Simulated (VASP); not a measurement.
## V: single point with PBE

V:

```
CELL_PARAMETERS angstrom
2.60616 0.00000 0.00000
-1.30308 2.25700 0.00000
0.00000 0.00000 4.70139
ATOMIC_POSITIONS crystal
V 0.33333 0.66667 0.25000
V 0.66667 0.33333 0.75000
```

```
Program                : VASP 6.6.1
Task                   : single point
Functional             : PBE
Potentials or basis    : VASP PAW PBE potentials, release 64 (V_sv)
Cutoff                 : 520 eV
k mesh                 : 12 × 12 × 6
Occupations            : fermi-dirac, width 0.05 eV
Spin                   : collinear spin, ferromagnetic start
Starting moments       : [2.0, 2.0] μB
Dipole correction      : no
Further INCAR settings : ALGO = Normal; EDIFF = 1e-07; NBANDS = 24
```

```yaml
Pressure: 0.2 GPa
Band_gap_on_the_k_mesh: zero (filled and empty bands overlap)
Net_moment: 0.00 μB per cell
Valence_electrons_inside_the_program's_atomic_spheres: V 11.63
```

Stress tensor (GPa, compression positive):
```
0.25 0.00 0.00
0.00 0.25 0.00
0.00 0.00 0.17
```

Levels at points of the mesh, in eV from the Fermi level:
Spin up:
| k point | band 9 | band 10 | band 11 | band 12 | band 13 | band 14 | band 15 | band 16 | band 17 | band 18 |
| --- | --- | --- | --- | --- | --- | --- | --- | --- | --- | --- |
| (0.00, 0.00, 0.00) | -6.86 | -3.44 | -0.55 | -0.19 | 0.33 | 0.33 | 0.65 | 0.65 | 1.81 | 1.81 |
| (0.50, 0.00, 0.00) | -2.94 | -2.85 | -2.71 | -0.34 | -0.21 | 0.31 | 0.60 | 2.97 | 3.50 | 3.61 |
| (0.00, 0.00, 0.50) | -5.08 | -5.08 | -1.01 | -1.01 | 0.36 | 0.36 | 0.36 | 0.36 | 2.50 | 2.50 |
| (0.50, 0.00, 0.50) | -3.26 | -3.26 | -1.79 | -1.79 | 1.62 | 1.62 | 1.64 | 1.64 | 3.56 | 3.56 |
Spin down:
```tsv
k point	band 11	band 12	band 13	band 14	band 15	band 16
(0.00, 0.00, 0.00)	-0.55	-0.19	0.33	0.33	0.65	0.65
(0.50, 0.00, 0.00)	-2.71	-0.34	-0.21	0.31	0.60	2.97
(0.00, 0.00, 0.50)	-1.01	-1.01	0.36	0.36	0.36	0.36
(0.50, 0.00, 0.50)	-1.79	-1.79	1.62	1.62	1.64	1.64
```

It took 42 s on 1 thread of Intel(R) Xeon(R) 6975P-C (Granite Rapids) (shared host), peak memory 0.19 GiB.
